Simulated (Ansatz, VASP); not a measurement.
Ru: VASP beside Ansatz

```
Ru
1.0
     2.68952    0.00000    0.00000
    -1.34476    2.32920    0.00000
     0.00000    0.00000    4.25192
Ru
2
Cartesian
  0.0000 1.5528 1.0630
  1.3448 0.7764 3.1889
```

Alike in both runs: task single point; functional PBEsol; k mesh 12 × 12 × 8; occupations gaussian, width 0.15 eV; no spin polarisation.

|  | VASP | Ansatz |
| --- | --- | --- |
| version | VASP 6.6.1 | Ansatz 0.2.0 |
| potentials or method | VASP PAW PBE potentials, release 64 (Ru_pv), cutoff 520 eV | scalar-relativistic, plane waves, PAW |
| valence electrons in the cell | 28 | 32 |

```tsv
	VASP	Ansatz	Ansatz less VASP
gap on the k mesh at the Fermi level (eV)	none	none	-
pressure (GPa)	0.0	0.0	+0.02
traceless stress, the component that is largest in VASP (GPa)	-0.09	-0.09	-0.003
```

VASP's potentials were made for PBE, not for PBEsol. A gap of «none» marks a metal or a gap that the smearing closes. With one functional, cell and mesh, what is left measures potentials, basis and numerics. VASP's potentials hold 28 valence electrons a cell and Ansatz's 32, so a difference there can come from the potentials and not from the codes.
